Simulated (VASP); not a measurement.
A run of VASP 6.6.1:

Contents of POSCAR:

```
SnSe2
1.0
    3.8257092070      0.0000000000      0.0000000000
   -1.9128546035      3.3131613608      0.0000000000
    0.0000000000      0.0000000000      6.2316553727
Sn Se
1 2
Direct
    0.0000000000      0.0000000000      0.0000000000
    0.3333333333      0.6666666667      0.2529082909
    0.6666666667      0.3333333333      0.7470917091
```

The input INCAR.step1:

```
PREC = Accurate
ENCUT = 520
ISMEAR = 0
SIGMA = 0.02
LREAL = F
LASPH = T
NELM = 60
NBANDS = 20
GGA = PE
ALGO = Normal
EDIFF = 1E-4
LWAVE = T
LCHARG = F
```

The input INCAR.step2:

```
PREC = Accurate
ENCUT = 520
EDIFF = 1E-7
ISMEAR = 0
SIGMA = 0.02
LREAL = F
LASPH = T
NELM = 60
ALGO = Normal
ISIF = 2
LWAVE = F
LCHARG = T
METAGGA = R2SCAN
LMIXTAU = T
LUSE_VDW = T
IVDW_NL = 2
BPARAM = 11.95
CPARAM = 0.0093
LELF = T
LVHAR = T
NBANDS = 20
ISTART = 1
```

Contents of KPOINTS:

```
Automatic mesh
0
Gamma
  9 9 6
```

Potentials or basis: VASP PAW PBE potentials, release 64 (Sn_d, Se).

Run with:

```sh
$ cat potpaw_PBE.64/Sn_d/POTCAR potpaw_PBE.64/Se/POTCAR > POTCAR
$ cp INCAR.step1 INCAR
$ mpirun -np 1 vasp_std > vasp.out
$ cp INCAR.step2 INCAR
$ mpirun -np 1 vasp_std > vasp.out
```

Hardware: 1 thread of Intel(R) Xeon(R) Platinum 8259CL CPU @ 2.50GHz (Skylake/Cascade Lake) (shared host).

Question: How long does it take, and how much memory?

Answer: It took 5.6 min on 1 thread of Intel(R) Xeon(R) Platinum 8259CL CPU @ 2.50GHz (Skylake/Cascade Lake), with other jobs on the host, peak memory 0.41 GiB. Counts: k points 62.
